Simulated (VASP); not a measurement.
# AlN (P6_3mc) in VASP: further runs

Aim: see how the results for AlN move with the level of theory and the settings. Levels: PBE, PBE0. Tasks: single point.

Everything below comes from runs of VASP 6.6.1. Logs are shortened: lines on timing, memory, paths and dates and some standing lists are left out, and cuts for length are marked.

**1. The cell of the first run**

The structure is hexagonal, space group P6_3mc (No. 186). Conventional cell: a = 3.130 Å, b = 3.130 Å, c = 5.017 Å, α = 90.00°, β = 90.00°, γ = 120.00°. Al (site symmetry 3m) has 4 N at 1.90 to 1.91 Å within 2.5 Å. N (site symmetry 3m) has 4 Al at 1.90 to 1.91 Å within 2.5 Å.

**2. Single point, PBE**

The input, INCAR:

```
SYSTEM = AlN
PREC = Accurate ; ENCUT = 600
EDIFF = 1E-6 ; ISMEAR = -1
SIGMA = 0.01 ; LREAL = .FALSE.
LASPH = .TRUE. ; NELM = 120
ALGO = Normal ; ISIF = 2
LWAVE = .FALSE. ; LCHARG = .FALSE.
GGA = PE ; NBANDS = 46
ISYM = 0 ; GGA_COMPAT = .FALSE.
```

The input, KPOINTS:

```
Automatic mesh
0
Gamma
  1 1 2
  0.25 0.25 0.25
```

The input, POSCAR:

```
AlN
1.0
    6.2595139086      0.0000000608      0.0000000000
   -3.1297570086      5.4208980308      0.0000000000
    0.0000000000      0.0000000000      5.0174032950
Al N
8 8
Direct
    0.3333333333      0.1666666667      0.4992353700
    0.1666666667      0.3333333333      0.9992353700
    0.3333333333      0.6666666667      0.4992353700
    0.1666666667      0.8333333333      0.9992353700
    0.8333333333      0.1666666667      0.4992353700
    0.6666666667      0.3333333333      0.9992353700
    0.8333333333      0.6666666667      0.4992353700
    0.6666666667      0.8333333333      0.9992353700
    0.3333333333      0.1666666667      0.8807646300
    0.1666666667      0.3333333333      0.3807646300
    0.3333333333      0.6666666667      0.8807646300
    0.1666666667      0.8333333333      0.3807646300
    0.8333333333      0.1666666667      0.8807646300
    0.6666666667      0.3333333333      0.3807646300
    0.8333333333      0.6666666667      0.8807646300
    0.6666666667      0.8333333333      0.3807646300
```

Potentials or basis: VASP PAW PBE potentials, release 64 (Al, N).

Launch:

```bash
cat potpaw_PBE.64/Al/POTCAR potpaw_PBE.64/N/POTCAR > POTCAR
mpirun -np 1 vasp_std > vasp.out
```

OUTCAR:

```text
SYSTEM = AlN
   PREC = Accurate
   ENCUT = 600
   EDIFF = 1E-6
   ISMEAR = -1
   LREAL = .FALSE.
   LASPH = .TRUE.
   NELM = 120
   ISIF = 2
   GGA = PE
   ISYM = 0

 ion  position               nearest neighbor table
   1  0.333  0.167  0.499-  10 1.90  14 1.90  12 1.90   9 1.91   2 3.09   2 3.09   6 3.09   6 3.09
                             4 3.09   4 3.09   5 3.13   5 3.13   7 3.13   7 3.13   3 3.13   3 3.13
   2  0.167  0.333  0.999-   9 1.90  13 1.90  11 1.90  10 1.91   1 3.09   1 3.09   5 3.09   5 3.09
                             3 3.09   3 3.09   6 3.13   6 3.13   8 3.13   8 3.13   4 3.13   4 3.13
   3  0.333  0.667  0.499-  12 1.90  16 1.90  10 1.90  11 1.91   4 3.09   4 3.09   8 3.09   8 3.09
                             2 3.09   2 3.09   7 3.13   7 3.13   5 3.13   5 3.13   1 3.13   1 3.13
   4  0.167  0.833  0.999-  11 1.90  15 1.90   9 1.90  12 1.91   3 3.09   3 3.09   7 3.09   7 3.09
                             1 3.09   1 3.09   8 3.13   8 3.13   6 3.13   6 3.13   2 3.13   2 3.13
   5  0.833  0.167  0.499-  14 1.90  10 1.90  16 1.90  13 1.91   6 3.09   6 3.09   2 3.09   2 3.09
                             8 3.09   8 3.09   1 3.13   1 3.13   3 3.13   3 3.13   7 3.13   7 3.13
   6  0.667  0.333  0.999-  13 1.90   9 1.90  15 1.90  14 1.91   5 3.09   5 3.09   1 3.09   1 3.09
                             7 3.09   7 3.09   2 3.13   2 3.13   4 3.13   4 3.13   8 3.13   8 3.13
   7  0.833  0.667  0.499-  16 1.90  12 1.90  14 1.90  15 1.91   8 3.09   8 3.09   4 3.09   4 3.09
                             6 3.09   6 3.09   3 3.13   3 3.13   1 3.13   1 3.13   5 3.13   5 3.13
   8  0.667  0.833  0.999-  15 1.90  11 1.90  13 1.90  16 1.91   7 3.09   7 3.09   3 3.09   3 3.09
                             5 3.09   5 3.09   4 3.13   4 3.13   2 3.13   2 3.13   6 3.13   6 3.13
   9  0.333  0.167  0.881-   2 1.90   6 1.90   4 1.90   1 1.91
  10  0.167  0.333  0.381-   1 1.90   5 1.90   3 1.90   2 1.91
  11  0.333  0.667  0.881-   4 1.90   8 1.90   2 1.90   3 1.91
  12  0.167  0.833  0.381-   3 1.90   7 1.90   1 1.90   4 1.91
  13  0.833  0.167  0.881-   6 1.90   2 1.90   8 1.90   5 1.91
  14  0.667  0.333  0.381-   5 1.90   1 1.90   7 1.90   6 1.91
  15  0.833  0.667  0.881-   8 1.90   4 1.90   6 1.90   7 1.91
  16  0.667  0.833  0.381-   7 1.90   3 1.90   5 1.90   8 1.91

IMPORTANT INFORMATION: All symmetrisations will be switched off!
NOSYMM: (Re-)initialisation of all symmetry stuff for point group C_1.

----------------------------------------------------------------------------------------

                                     Primitive cell

  volume of cell :     170.2515

  direct lattice vectors                    reciprocal lattice vectors
     6.259513909  0.000000061  0.000000000     0.159756813  0.092235641  0.000000000
    -3.129757009  5.420898031  0.000000000    -0.000000002  0.184471279  0.000000000
     0.000000000  0.000000000  5.017403295     0.000000000  0.000000000  0.199306283

  length of vectors
     6.259513909  6.259513910  5.017403295     0.184471279  0.184471279  0.199306283

  position of ions in fractional coordinates (direct lattice)
     0.333333333  0.166666667  0.499235370
     0.166666667  0.333333333  0.999235370
     0.333333333  0.666666667  0.499235370
     0.166666667  0.833333333  0.999235370
     0.833333333  0.166666667  0.499235370
     0.666666667  0.333333333  0.999235370
[... 8 lines left out ...]
     0.833333333  0.666666667  0.880764630
     0.666666667  0.833333333  0.380764630

  ion indices of the primitive-cell ions
   primitive index   ion index
                 1           1
                 2           2
                 3           3
                 4           4
                 5           5
                 6           6
[... 8 lines left out ...]
                15          15
                16          16

----------------------------------------------------------------------------------------

 KPOINTS: Automatic mesh

Automatic generation of k-mesh.
 Grid dimensions read from file:
 generate k-points for:    1    1    2

 Generating k-lattice:

  Cartesian coordinates                     Fractional coordinates (reciprocal lattice)
     0.159756813  0.092235641  0.000000000     1.000000000  0.000000000  0.000000000
    -0.000000002  0.184471279  0.000000000    -0.000000000  1.000000000  0.000000000
     0.000000000  0.000000000  0.099653141     0.000000000  0.000000000  0.500000000

  Length of vectors
     0.184471279  0.184471279  0.099653141

  Shift w.r.t. Gamma in fractional coordinates (k-lattice)
     0.250000000  0.250000000  0.250000000

 Subroutine IBZKPT returns following result:
 ===========================================

 Found     12 irreducible k-points:

 Following reciprocal coordinates:
            Coordinates               Weight
  0.250000  0.250000  0.125000      2.000000
 -0.250000  0.500000  0.125000      2.000000
  0.500000  0.250000  0.125000      2.000000
 -0.250000 -0.250000  0.125000      2.000000
  0.250000  0.500000  0.125000      2.000000
  0.500000 -0.250000  0.125000      2.000000
  0.250000  0.250000 -0.375000      2.000000
 -0.250000  0.500000 -0.375000      2.000000
  0.500000  0.250000 -0.375000      2.000000
 -0.250000 -0.250000 -0.375000      2.000000
  0.250000  0.500000 -0.375000      2.000000
  0.500000 -0.250000 -0.375000      2.000000
   k-points           NKPTS =     12   k-points in BZ     NKDIM =     12   number of bands    NBANDS=     46
   number of dos      NEDOS =    301   number of ions     NIONS =     16
   total plane-waves  NPLWV = 100000
   dimension x,y,z NGX =    50 NGY =   50 NGZ =   40
   dimension x,y,z NGXF=   100 NGYF=  100 NGZF=   80
   ions per type =               8   8
   NGX,Y,Z   is equivalent  to a cutoff of  13.28, 13.28, 13.25 a.u.
   NGXF,Y,Z  is equivalent  to a cutoff of  26.56, 26.56, 26.51 a.u.
 SYSTEM =  AlN
   PREC   = accura    normal or accurate (medium, high low for compatibility)
   ISTART =      0    job   : 0-new  1-cont  2-samecut
   ICHARG =      2    charge: 1-file 2-atom 10-const
   ISPIN  =      1    spin polarized calculation?
   LNONCOLLINEAR =      F non collinear calculations
   LSORBIT =      F    spin-orbit coupling
   LASPH  =      T    aspherical Exc in radial PAW
   ENCUT  =  600.0 eV  44.10 Ry    6.64 a.u.  12.50 12.50 10.02*2*pi/ulx,y,z
   NELM   =    120;   NELMIN=  2; NELMDL= -5     # of ELM steps
   EDIFF  = 0.1E-05   stopping-criterion for ELM
   LREAL  =      F    real-space projection
   EDIFFG = 0.1E-04   stopping-criterion for IOM
   NSW    =      0    number of steps for IOM
   IBRION =     -1    ionic relax: 0-MD 1-quasi-New 2-CG
   NFREE  =      0    steps in history (QN), initial steepest desc. (CG)
   ISIF   =      2    stress and relaxation
   ISYM   =      0    0-nonsym 1-usesym 2-fastsym
   POTIM  = 0.5000    time-step for ionic-motion
   TEBEG  =    0.0;   TEEND  =   0.0 temperature during run
   PSTRESS=    0.0 pullay stress
   NELECT =      64.0000    total number of electrons
   NUPDOWN=      -1.0000    fix difference up-down
   EMIN   =  10.00;   EMAX   =-10.00  energy-range for DOS
   EFERMI =   0.00;   METHOD = LEGACY
   ISMEAR =    -1;   SIGMA  =   0.01  broadening in eV -4-tet -1-fermi 0-gaus
   EFERMI_NEDOS =   21; number of points for ismear=-14 and -15
   IALGO  =     38    algorithm
   IMIX   =      4    mixing-type and parameters
     AMIX     =   0.40;   BMIX     =  1.00
     AMIX_MAG =   1.60;   BMIX_MAG =  1.00
  volume/ion in A,a.u.               =      10.64        71.81
  Fermi-wavevector in a.u.,A,eV,Ry     =   1.181511  2.232733 18.993310  1.395969
  Thomas-Fermi vector in A             =   2.317783
   LORBIT       =      0    0 simple, 1 ext, 2 COOP (PROOUT), +10 PAW based schemes
   GGA     = PE    functional components
   LHFCALC =     F    Hartree Fock is set to
   AEXX    =    0.0000 exact exchange contribution
   IVDW    =     0    specifies the selected vdW correction
   LEPSILON=     F    determine dielectric tensor
   LRPA    =     F    only Hartree local field effects (RPA)
 non-spin polarized calculation
  energy-cutoff  :      600.00
  volume of cell :      170.25
 maximum number of plane-waves:      5678
   NGX = 25   NGY = 25   NGZ = 21

 number of electron      63.9999991 magnetization

 Free energy of the ion-electron system (eV)
  ---------------------------------------------------
  ext. energy  EPLUGINS =         0.00000000
  ---------------------------------------------------
  free energy    TOTEN  =      -120.67592477 eV

  energy without entropy =     -120.67592477  energy(sigma->0) =     -120.67592477

 E-fermi :   5.8144     XC(G=0): -10.8436

 val. band max:        5.5736956801   @ k =  -0.2500   0.5000   0.1250
 cond. band min:      11.3315011137   @ k =  -0.2500  -0.2500   0.1250
 fundamental gap:      5.7578054336
 Fermi energy:         5.8144044459

 k-point     1 :       0.2500    0.2500    0.1250
  band No.  band energies     occupation
      1      -8.5421      2.00000
      2      -7.9115      2.00000
      3      -7.9114      2.00000
      4      -6.9066      2.00000
      5      -6.8874      2.00000
      6      -6.6340      2.00000
[... 36 lines left out ...]
     43      14.4581      0.00000
     44      14.8735      0.00000

 k-point     2 :      -0.2500    0.5000    0.1250
  band No.  band energies     occupation
      1      -8.5421      2.00000
      2      -7.9115      2.00000
      3      -7.9114      2.00000
      4      -6.9066      2.00000
      5      -6.8874      2.00000
      6      -6.6340      2.00000
[... 36 lines left out ...]
     43      14.4581      0.00000
     44      14.8735      0.00000

 k-point     3 :       0.5000    0.2500    0.1250
  band No.  band energies     occupation
      1      -8.5421      2.00000
      2      -7.9115      2.00000
      3      -7.9114      2.00000
      4      -6.9066      2.00000
      5      -6.8874      2.00000
      6      -6.6340      2.00000
[... 36 lines left out ...]
     43      14.4581      0.00000
     44      14.8735      0.00000

 k-point     4 :      -0.2500   -0.2500    0.1250
  band No.  band energies     occupation
      1      -8.5421      2.00000
      2      -7.9115      2.00000
      3      -7.9114      2.00000
      4      -6.9066      2.00000
      5      -6.8874      2.00000
      6      -6.6340      2.00000
[... 318 lines left out ...]
     43      14.7885      0.00000
     44      14.8884      0.00000

 k-point    11 :       0.2500    0.5000   -0.3750
  band No.  band energies     occupation
      1      -8.1375      2.00000
      2      -7.5761      2.00000
      3      -7.5760      2.00000
      4      -7.4678      2.00000
      5      -7.0508      2.00000
      6      -7.0507      2.00000
[... 36 lines left out ...]
     43      14.7885      0.00000
     44      14.8884      0.00000

 k-point    12 :       0.5000   -0.2500   -0.3750
  band No.  band energies     occupation
      1      -8.1375      2.00000
      2      -7.5761      2.00000
      3      -7.5760      2.00000
      4      -7.4678      2.00000
      5      -7.0508      2.00000
      6      -7.0507      2.00000
[... 36 lines left out ...]
     43      14.7885      0.00000
     44      14.8884      0.00000
 [bands above 44 left out]

------------------------ aborting loop because EDIFF is reached ----------------------------------------

  FORCE on cell =-STRESS in cart. coord.  units (eV):
  Direction    XX          YY          ZZ          XY          YZ          ZX
  --------------------------------------------------------------------------------------
  -------------------------------------------------------------------------------------
  Total       -2.1160586     -2.1160600      1.7399740     -0.0000001     -0.0000059      0.0000053
  in kB      -19.9134912    -19.9135043     16.3742897     -0.0000013     -0.0000551      0.0000502
  external PRESSURE =      -7.8175686 kB  Pullay stress =       0.0000000 kB

 VOLUME and BASIS-vectors are now :
 -----------------------------------------------------------------------------
  energy-cutoff  :      600.00
  volume of cell :      170.25
      direct lattice vectors                 reciprocal lattice vectors
     6.259513909  0.000000061  0.000000000     0.159756813  0.092235641  0.000000000
    -3.129757009  5.420898031  0.000000000    -0.000000002  0.184471279  0.000000000
     0.000000000  0.000000000  5.017403295     0.000000000  0.000000000  0.199306283

 POSITION                                       TOTAL-FORCE (eV/Angst)
 -----------------------------------------------------------------------------------
      1.56488      0.90348      2.50487         0.000002     -0.000013      0.105530
     -0.00000      1.80697      5.01357        -0.000004     -0.000004      0.105541
     -0.00000      3.61393      2.50487         0.000025      0.000020      0.105527
     -1.56488      4.51742      5.01357        -0.000026     -0.000015      0.105554
      4.69464      0.90348      2.50487         0.000002     -0.000038      0.105539
      3.12976      1.80697      5.01357         0.000009      0.000024      0.105536
[... 8 lines left out ...]
      3.12976      3.61393      4.41915         0.000006      0.000017     -0.105541
      1.56488      4.51742      1.91045         0.000019      0.000008     -0.105553
 -----------------------------------------------------------------------------------
    total drift:                               -0.000028      0.000011      0.002772

  FREE ENERGIE OF THE ION-ELECTRON SYSTEM (eV)
  ---------------------------------------------------
  free  energy   TOTEN  =      -120.6759247742 eV

  energy  without entropy=     -120.6759247742  energy(sigma->0) =     -120.67592477
```

Run time: 1.9 min. Hardware: 1 thread of Intel Xeon Platinum 8259CL at 2.50GHz (Skylake/Cascade Lake), shared host; peak memory 0.32 GiB.

What came out:

* Free energy: -120.6759 eV
* Pressure: -0.8 GPa
* Largest force: 0.106 eV/Å
* Band gap on the k mesh: 5.76 eV

Forces on the atoms (eV/Å):
```
Al   0.000  0.000  0.106
Al   0.000  0.000  0.106
Al   0.000  0.000  0.106
Al   0.000  0.000  0.106
Al   0.000  0.000  0.106
Al   0.000  0.000  0.106
Al   0.000  0.000  0.106
Al   0.000  0.000  0.106
N    0.000  0.000 -0.106
N    0.000  0.000 -0.106
N    0.000  0.000 -0.106
N    0.000  0.000 -0.106
N    0.000  0.000 -0.106
N    0.000  0.000 -0.106
N    0.000  0.000 -0.106
N    0.000  0.000 -0.106
```

Stress tensor (GPa, compression positive):
```
-1.99  0.00  0.00
 0.00 -1.99  0.00
 0.00  0.00  1.64
```

Caveat: the k points lie up to 0.58 Å⁻¹ apart; a shifted mesh leaves out Γ, where band edges can lie. A k mesh can miss the band edges.

(Continued in part 2 of 2.)
